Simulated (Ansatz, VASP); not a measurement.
**TaN: VASP beside Ansatz**

```xyz
4
Lattice="3.1345 0.0000 0.0000 -1.5672 2.7145 0.0000 0.0000 0.0000 5.8129" Properties=species:S:1:pos:R:3 pbc="T T T"
Ta    0.0000    1.8097    0.1573
Ta    1.5672    0.9048    3.0638
N     0.0000    1.8097    2.0807
N     1.5672    0.9048    4.9871
```

Change from the starting cell: strain along c alone, the other axes held, atoms relaxed: -4.5 %.

Alike in both runs: functional r2SCAN; k mesh 18 × 18 × 10; occupations gaussian, width 0.1 eV; no spin polarisation.

Ansatz relaxed the structure, and its values are those at the end. VASP's run is a single point on that final structure, the one shown.

|  | VASP | Ansatz |
| --- | --- | --- |
| version | VASP 6.6.1 | Ansatz 0.2.0 |
| potentials or method | VASP PAW PBE potentials, release 64 (Ta_pv, N), cutoff 520 eV | scalar-relativistic, plane waves, PAW |
| valence electrons in the cell | 32 | 36 |

```csv
,VASP,Ansatz,Ansatz less VASP
gap on the k mesh at the Fermi level (eV),none,none,-
pressure (GPa),18.2,16.6,-1.55
rms of the force components (eV/Å),0.031,0.002,-0.0297
```

VASP's potentials were made for PBE, not for r2SCAN. A gap of «none» marks a metal or a gap that the smearing closes. VASP's potentials hold 32 valence electrons a cell and Ansatz's 36, so a difference there can come from the potentials and not from the codes. Ansatz's warnings: stress scf threshold loose.

Spin-orbit coupling is off throughout.
